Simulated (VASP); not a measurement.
A run of VASP 6.6.1:

File INCAR:

```
SYSTEM = SiC
PREC     = Accurate       ! precision mode
ENCUT    = 520            ! plane-wave cutoff, eV
EDIFF    = 1E-6           ! SCF threshold, eV
ISMEAR   = 0              ! smearing method
SIGMA    = 0.01           ! smearing width, eV
LREAL    = .False.        ! projectors in reciprocal space
LASPH    = .True.         ! aspherical terms in the spheres
NELM     = 100            ! most SCF steps
ALGO     = Normal         ! electronic algorithm
ISIF     = 2              ! what is computed and relaxed
LWAVE    = .False.        ! write WAVECAR
LCHARG   = .False.        ! write CHGCAR
NBANDS   = 16             ! bands
```

KPOINTS

```
Automatic mesh
0
Gamma
  8 8 6
  0 0 0
```

File POSCAR:

```
SiC
1.0
    2.9981874674      0.0000000000      0.0000000000
   -1.4990937337      2.5965065121      0.0000000000
    0.0000000000      0.0000000000      4.9177031311
Si C
2 2
Direct
    0.3333333333      0.6666666667      0.0046098365
    0.6666666667      0.3333333333      0.5046098365
    0.3333333333      0.6666666667      0.3803901635
    0.6666666667      0.3333333333      0.8803901635
```

Potentials or basis: VASP PAW LDA potentials, release 64 (Si, C).

Launch:

```bash
$ cat potpaw_LDA.64/Si/POTCAR potpaw_LDA.64/C/POTCAR > POTCAR
$ mpirun -np 1 vasp_std > vasp.out
```

Hardware: 1 thread of Intel Xeon 8259CL (shared host).

How long does it take, and how much memory?

Run time: 14 s on 1 thread of Intel Xeon 8259CL, on a shared host, peak memory 0.15 GiB. Counts: scf iterations 12, k points 40.
